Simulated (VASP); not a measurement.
# NiSb in VASP: a series of runs

Runs on NiSb. Level: PBE. Tasks: single point.

Everything below comes from runs of VASP 6.6.1. Logs are shortened: lines on timing, memory, paths and dates and some standing lists are left out, and cuts for length are marked.

## Step 1: The cell of the first run

Symmetry: Fm-3m, No. 225, cubic system. Conventional cell: a = 5.267 Å, b = 5.267 Å, c = 5.267 Å, α = 90.00°, β = 90.00°, γ = 90.00°. Ni (site symmetry m-3m) has 6 Sb at 2.63 Å within 3.5 Å. Within 3.5 Å of Sb (site symmetry m-3m) lie 6 Ni at 2.63 Å.

## Step 2: Single point, PBE, collinear spin, antiferromagnetic start

Input file INCAR:

```
SYSTEM = NiSb
  ALGO = Normal
  EDIFF = 1E-6
  ENCUT = 520
  GGA = PE
  ISIF = 2
  ISMEAR = 0
  ISPIN = 2
  LASPH = .True.
  LCHARG = .False.
  LMAXMIX = 4
  LORBIT = 11
  LREAL = .False.
  LWAVE = .False.
  MAGMOM = 0.8 -0.8 0 0
  NBANDS = 27
  NELM = 150
  PREC = Accurate
  SIGMA = 0.05
```

Input file KPOINTS:

```
k-points
0
Gamma
  12 12 6
  0 0 0
```

Input file POSCAR:

```
NiSb
1.0
    0.0000000000      2.6337378275      2.6337378275
    5.2674756550      2.6337378275      2.6337378275
    5.2674756550      5.2674756550      0.0000000000
Ni Sb
2 2
Direct
    0.5000000000      0.5000000000      0.0000000000
    0.5000000000      0.5000000000      0.5000000000
    0.0000000000      0.0000000000      0.0000000000
    0.0000000000      0.0000000000      0.5000000000
```

Potentials or basis: VASP PAW PBE potentials, release 64 (Ni, Sb).

Launch:

```bash
> cat potpaw_PBE.64/Ni/POTCAR potpaw_PBE.64/Sb/POTCAR > POTCAR
> mpirun -np 1 vasp_std > vasp.out
```

OUTCAR:

```text
SYSTEM = NiSb
   EDIFF = 1E-6
   ENCUT = 520
   GGA = PE
   ISIF = 2
   ISMEAR = 0
   ISPIN = 2
   LASPH = .True.
   LORBIT = 11
   LREAL = .False.
   NELM = 150
   PREC = Accurate

 ion  position               nearest neighbor table
   1  0.500  0.500  0.000-   4 2.63   3 2.63   4 2.63   3 2.63   4 2.63   4 2.63
   2  0.500  0.500  0.500-   3 2.63   3 2.63   4 2.63   4 2.63   3 2.63   3 2.63
   3  0.000  0.000  0.000-   2 2.63   1 2.63   2 2.63   1 2.63   2 2.63   2 2.63   4 3.72   4 3.72
                             4 3.72   4 3.72   4 3.72   4 3.72   4 3.72   4 3.72
   4  0.000  0.000  0.500-   1 2.63   1 2.63   2 2.63   2 2.63   1 2.63   1 2.63   3 3.72   3 3.72
                             3 3.72   3 3.72   3 3.72   3 3.72   3 3.72   3 3.72

  LATTYP: Found a simple tetragonal cell.
 ALAT       =     3.7246677554
 C/A-ratio  =     1.4142135624

  Lattice vectors:

 A1 = (   0.0000000000,  -2.6337378275,   2.6337378275)
 A2 = (   0.0000000000,  -2.6337378275,  -2.6337378275)
 A3 = (   5.2674756550,   0.0000000000,   0.0000000000)

Analysis of symmetry for initial positions (statically):
=====================================================================
 Subroutine PRICEL returns following result:

  LATTYP: Found a face centered cubic cell.
 ALAT       =     5.2674756550
[... 12 lines left out ...]
 Subroutine GETGRP returns: Found 16 space group operations
 (whereof 16 operations were pure point group operations)
 out of a pool of 16 trial point group operations.

The static configuration has the point symmetry D_4h.

Analysis of symmetry for dynamics (positions and initial velocities):
=====================================================================
 Subroutine PRICEL returns following result:

  LATTYP: Found a face centered cubic cell.
 ALAT       =     5.2674756550
[... 12 lines left out ...]
 Subroutine GETGRP returns: Found 16 space group operations
 (whereof 16 operations were pure point group operations)
 out of a pool of 16 trial point group operations.

The dynamic configuration has the point symmetry D_4h.

Analysis of structural, dynamic, and magnetic symmetry:
=====================================================================
 Subroutine PRICEL returns following result:

  LATTYP: Found a face centered cubic cell.
 ALAT       =     5.2674756550
[... 12 lines left out ...]
 Subroutine GETGRP returns: Found 16 space group operations
 (whereof 16 operations were pure point group operations)
 out of a pool of 16 trial point group operations.

The overall configuration has the point symmetry D_4h.

 Subroutine INISYM returns: Found 16 space group operations
 (whereof 16 operations are pure point group operations),
 and found     2 'primitive' translations

----------------------------------------------------------------------------------------

                                     Primitive cell

  volume of cell :      36.5382

  direct lattice vectors                    reciprocal lattice vectors
    -2.633737828  2.633737828  0.000000000    -0.189844257  0.189844257 -0.189844257
    -2.633737828  0.000000000  2.633737828    -0.189844257 -0.189844257  0.189844257
     0.000000000  2.633737828  2.633737828     0.189844257  0.189844257  0.189844257

  length of vectors
     3.724667755  3.724667755  3.724667755     0.328819898  0.328819898  0.328819898

  position of ions in fractional coordinates (direct lattice)
     0.500000000  0.500000000  0.500000000
     0.000000000  0.000000000  0.000000000

  ion indices of the primitive-cell ions
   primitive index   ion index
                 1           1
                 2           3

----------------------------------------------------------------------------------------

 KPOINTS: k-points

Automatic generation of k-mesh.
 Grid dimensions read from file:
 generate k-points for:   12   12    6

 Generating k-lattice:

  Cartesian coordinates                     Fractional coordinates (reciprocal lattice)
    -0.015820355  0.015820355  0.015820355     0.083333333  0.000000000  0.000000000
     0.015820355 -0.015820355  0.015820355     0.000000000  0.083333333  0.000000000
     0.000000000  0.031640709 -0.031640709     0.000000000  0.000000000  0.166666667

  Length of vectors
     0.027401658  0.027401658  0.044746720

  Shift w.r.t. Gamma in fractional coordinates (k-lattice)
     0.000000000  0.000000000  0.000000000

 Subroutine IBZKPT returns following result:
 ===========================================

 Found    100 irreducible k-points:

 Following reciprocal coordinates:
            Coordinates               Weight
  0.000000  0.000000  0.000000      1.000000
  0.083333  0.000000  0.000000      8.000000
  0.166667  0.000000  0.000000      8.000000
  0.250000  0.000000  0.000000      8.000000
  0.333333  0.000000  0.000000      8.000000
  0.416667  0.000000  0.000000      8.000000
[... 16 lines left out ...]
  0.500000  0.166667  0.000000      8.000000
 -0.416667  0.166667  0.000000     16.000000
 [... further k-points ...]
   k-points           NKPTS =    100   k-points in BZ     NKDIM =    100   number of bands    NBANDS=     27
   number of dos      NEDOS =    301   number of ions     NIONS =      4
   total plane-waves  NPLWV =  75264
   dimension x,y,z NGX =    28 NGY =   48 NGZ =   56
   dimension x,y,z NGXF=    56 NGYF=   96 NGZF=  112
   ions per type =               2   2
   NGX,Y,Z   is equivalent  to a cutoff of  12.50, 12.37, 12.50 a.u.
   NGXF,Y,Z  is equivalent  to a cutoff of  24.99, 24.74, 24.99 a.u.
 SYSTEM =  NiSb
   PREC   = accura    normal or accurate (medium, high low for compatibility)
   ISTART =      0    job   : 0-new  1-cont  2-samecut
   ICHARG =      2    charge: 1-file 2-atom 10-const
   ISPIN  =      2    spin polarized calculation?
   LNONCOLLINEAR =      F non collinear calculations
   LSORBIT =      F    spin-orbit coupling
   LASPH  =      T    aspherical Exc in radial PAW
   ENCUT  =  520.0 eV  38.22 Ry    6.18 a.u.   6.93 12.00 13.85*2*pi/ulx,y,z
   NELM   =    150;   NELMIN=  2; NELMDL= -5     # of ELM steps
   EDIFF  = 0.1E-05   stopping-criterion for ELM
   LREAL  =      F    real-space projection
[... 7 lines left out ...]
   TEBEG  =    0.0;   TEEND  =   0.0 temperature during run
   PSTRESS=    0.0 pullay stress
   NELECT =      30.0000    total number of electrons
   NUPDOWN=      -1.0000    fix difference up-down
   EMIN   =  10.00;   EMAX   =-10.00  energy-range for DOS
   EFERMI =   0.00;   METHOD = LEGACY
   ISMEAR =     0;   SIGMA  =   0.05  broadening in eV -4-tet -1-fermi 0-gaus
   EFERMI_NEDOS =   21; number of points for ismear=-14 and -15
   IALGO  =     38    algorithm
   IMIX   =      4    mixing-type and parameters
     AMIX     =   0.40;   BMIX     =  1.00
     AMIX_MAG =   1.60;   BMIX_MAG =  1.00
  volume/ion in A,a.u.               =      18.27       123.29
  Fermi-wavevector in a.u.,A,eV,Ry     =   1.216716  2.299261 20.142050  1.480399
  Thomas-Fermi vector in A             =   2.352061
   LORBIT       =     11    0 simple, 1 ext, 2 COOP (PROOUT), +10 PAW based schemes
   GGA     = PE    functional components
   LHFCALC =     F    Hartree Fock is set to
   AEXX    =    0.0000 exact exchange contribution
   IVDW    =     0    specifies the selected vdW correction
   LEPSILON=     F    determine dielectric tensor
   LRPA    =     F    only Hartree local field effects (RPA)
 spin polarized calculation
 Gauss-broadening in eV      SIGMA  =   0.05
  energy-cutoff  :      520.00
  volume of cell :       73.08
 maximum number of plane-waves:      1999
   NGX = 13   NGY = 23   NGZ = 27

 number of electron      30.0000007 magnetization       0.0000000

 number of electron      30.0000007 magnetization      -0.0000000

 Free energy of the ion-electron system (eV)
  ---------------------------------------------------
  ext. energy  EPLUGINS =         0.00000000
  ---------------------------------------------------
  free energy    TOTEN  =       -19.23276347 eV

  energy without entropy =      -19.22936175  energy(sigma->0) =      -19.23106261

 E-fermi :   8.8835     XC(G=0): -11.2312

 val. band max:        8.8748740360   @ k =   0.5000   0.4167   0.3333
 cond. band min:       8.9053793977   @ k =   0.5000   0.3333   0.0000
 fundamental gap:      0.0305053617
 Fermi energy:         8.8835049954

 spin component 1

 k-point     1 :       0.0000    0.0000    0.0000
  band No.  band energies     occupation
      1      -3.3100      1.00000
      2      -0.0052      1.00000
      3       3.9209      1.00000
      4       6.5747      1.00000
      5       7.1033      1.00000
      6       7.1033      1.00000
[... 709 lines left out ...]
     26      20.0771      0.00000
     27      20.3086      0.00000

 [... further k-points ...]

 spin component 2

 k-point     1 :       0.0000    0.0000    0.0000
  band No.  band energies     occupation
      1      -3.3100      1.00000
      2      -0.0052      1.00000
      3       3.9209      1.00000
      4       6.5747      1.00000
      5       7.1033      1.00000
      6       7.1033      1.00000
[... 709 lines left out ...]
     26      20.0771      0.00000
     27      20.3086      0.00000

 [... further k-points ...]

------------------------ aborting loop because EDIFF is reached ----------------------------------------

  FORCE on cell =-STRESS in cart. coord.  units (eV):
  Direction    XX          YY          ZZ          XY          YZ          ZX
  --------------------------------------------------------------------------------------
  -------------------------------------------------------------------------------------
  Total       -0.0295018     -0.0298984     -0.0298984     -0.0000000      0.0000000      0.0000000
  in kB       -0.6468161     -0.6555123     -0.6555123     -0.0000000      0.0000000      0.0000000
  external PRESSURE =      -0.6526136 kB  Pullay stress =       0.0000000 kB

 VOLUME and BASIS-vectors are now :
 -----------------------------------------------------------------------------
  energy-cutoff  :      520.00
  volume of cell :       73.08
      direct lattice vectors                 reciprocal lattice vectors
     0.000000000  2.633737828  2.633737828    -0.189844257  0.189844257  0.189844257
     5.267475655  2.633737828  2.633737828     0.189844257 -0.189844257  0.189844257
     5.267475655  5.267475655  0.000000000     0.000000000  0.189844257 -0.189844257

 POSITION                                       TOTAL-FORCE (eV/Angst)
 -----------------------------------------------------------------------------------
      2.63374      2.63374      2.63374        -0.000000     -0.000000      0.000000
      5.26748      5.26748      2.63374         0.000000      0.000000      0.000000
      0.00000      0.00000      0.00000         0.000000     -0.000000     -0.000000
      2.63374      2.63374      0.00000         0.000000     -0.000000     -0.000000
 -----------------------------------------------------------------------------------
    total drift:                                0.000000      0.000000      0.000000

  FREE ENERGIE OF THE ION-ELECTRON SYSTEM (eV)
  ---------------------------------------------------
  free  energy   TOTEN  =       -19.2327634700 eV

  energy  without entropy=      -19.2293617542  energy(sigma->0) =      -19.23106261

 total charge

# of ion       s       p       d       tot
------------------------------------------
    1        0.469   0.354   8.456   9.280
    2        0.469   0.354   8.456   9.280
    3        1.152   1.197   0.062   2.411
    4        1.152   1.197   0.062   2.411
--------------------------------------------------
tot          3.243   3.103  17.036  23.382

 magnetization (x)

# of ion       s       p       d       tot
------------------------------------------
    1        0.000  -0.000   0.000   0.000
    2       -0.000   0.000  -0.000  -0.000
    3       -0.000   0.000   0.000   0.000
    4        0.000  -0.000  -0.000  -0.000
--------------------------------------------------
tot          0.000   0.000   0.000   0.000
```

It took 19 min on 1 thread of Intel Xeon 8259CL, shared host; peak memory 0.52 GiB.

What came out:

```
Free energy                                           : -19.2328 eV
Pressure                                              : -0.1 GPa
Band gap on the k mesh                                : zero (filled and empty bands overlap)
Net moment                                            : 0.00 μB per cell
Valence electrons inside the program's atomic spheres : Ni 9.28; Sb 2.41
```

Caveat: the moments typed at the start vanished in this run; spin-orbit coupling is left out, which moves the levels of the heavy elements.

(Continued in part 2 of 2.)

The gap in the log of VASP goes by the Fermi energy; the results here count the filled bands.